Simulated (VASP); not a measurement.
Input of a VASP 6.6.1 run:

The input INCAR:

```
SYSTEM = InSe
PREC = Accurate ; ENCUT = 520
EDIFF = 1E-6 ; ISMEAR = -1
SIGMA = 0.01 ; LREAL = .FALSE.
LASPH = .TRUE. ; NELM = 150
ALGO = Normal ; ISIF = 2
LWAVE = .FALSE. ; LCHARG = .FALSE.
ISPIN = 2 ; MAGMOM = 0.5 -0.25 0 0
LORBIT = 11 ; GGA = RE
NBANDS = 31
```

The input KPOINTS:

```
regular mesh
0
G
  8 8 8
  0 0 0
```

File POSCAR:

```
InSe
1.0
    1.9729696595      1.1390945640      8.3259319629
   -1.9729696595      1.1390945640      8.3259319629
    0.0000000000     -2.2781891280      8.3259319629
In Se
2 2
Direct
    0.8886000000      0.8886000000      0.8886000000
    0.0000000000      0.0000000000      0.0000000000
    0.1719000000      0.1719000000      0.1719000000
    0.3835000000      0.3835000000      0.3835000000
```

Potentials or basis: VASP PAW PBE potentials, release 64 (In_d, Se).

Command:

```bash
$ cat potpaw_PBE.64/In_d/POTCAR potpaw_PBE.64/Se/POTCAR > POTCAR
$ mpirun -np 1 vasp_std > vasp.out
```

Question: Predict the largest force.

Answer: 0.656 eV/Å.

Question: Estimate the pressure.

Answer: 6.7 GPa.

Question: What does it give for the band gap on the k mesh?

Answer: 0.64 eV.

Stress tensor (GPa, compression positive):
```
7.15 0.00 0.00
0.00 7.15 0.00
0.00 0.00 5.71
```

Caveat: the cell stands under pressure; the PAW data sets were made with another functional, which shifts forces and pressure a little; spin-orbit coupling is left out, which moves the levels of the heavy elements. A k mesh can miss the band edges.
